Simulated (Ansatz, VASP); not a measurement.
# Two plane-wave programs on AlAs

```xyz
2
Lattice="0.0000 2.7803 2.7803 2.7803 0.0000 2.7803 2.7803 2.7803 0.0000" Properties=species:S:1:pos:R:3 pbc="T T T"
Al    0.0000    0.0000    0.0000
As    1.3901    1.3901    1.3901
```

Alike in both runs: functional r2SCAN; k mesh 8 × 8 × 8; occupations fermi-dirac, width 0.02 eV; no spin polarisation.

Ansatz relaxed the structure, and its values are those at the end. VASP's run is a single point on that final structure, the one shown.

```csv
,VASP,Ansatz
version,VASP 6.6.1,Ansatz 0.2.0
potentials or method,"VASP PAW PBE potentials, release 64 (Al, As), cutoff 550 eV",PAW plane waves
valence electrons in the cell,8,18
```

Ansatz gave:

| Item | Value |
| --- | --- |
| gap on the k mesh at the Fermi level (eV) | 1.71 |
| pressure (GPa) | 5.4 |

Question: Which values does VASP return?

Answer: gap on the k mesh at the Fermi level (eV): 1.70; pressure (GPa): 5.4.

VASP's potentials were made for PBE, not for r2SCAN. VASP's potentials hold 8 valence electrons a cell and Ansatz's 18, so a difference there can come from the potentials and not from the codes. Ansatz's warnings: stress scf threshold loose.
